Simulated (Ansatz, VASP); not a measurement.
**BN: VASP beside Ansatz**

```xyz
4
Lattice="2.5227 0.0000 0.0000 -1.2613 2.1847 0.0000 0.0000 0.0000 4.1744" Properties=species:S:1:pos:R:3 pbc="T T T"
B     1.2613    0.7282    4.1732
B     0.0000    1.4565    2.0860
N     1.2613    0.7282    2.6102
N     0.0000    1.4565    0.5230
```

Alike in both runs: functional LDA; k mesh 12 × 12 × 6; occupations gaussian, width 0.02 eV; no spin polarisation.

Ansatz relaxed the structure, and its values are those at the end. VASP's run is a single point on that final structure, the one shown.

|  | VASP | Ansatz |
| --- | --- | --- |
| version | VASP 6.6.1 | Ansatz 0.2.0 |
| potentials or method | VASP PAW LDA potentials, release 64 (B, N), cutoff 600 eV | scalar-relativistic, plane waves, PAW |
| valence electrons in the cell | 16 | 16 |

|  | VASP | Ansatz | Ansatz less VASP |
| --- | --- | --- | --- |
| gap on the k mesh at the Fermi level (eV) | 4.90 | 4.92 | +0.020 |
| least direct gap on the mesh (eV) | 8.28 | 8.29 | +0.006 |
| pressure (GPa) | 1.0 | 0.0 | -0.96 |

Ansatz warns that its potentials were made for another functional, while VASP's fit it. LDA's correlation is that of Perdew and Zunger in VASP and of Perdew and Wang (1992) in Ansatz.
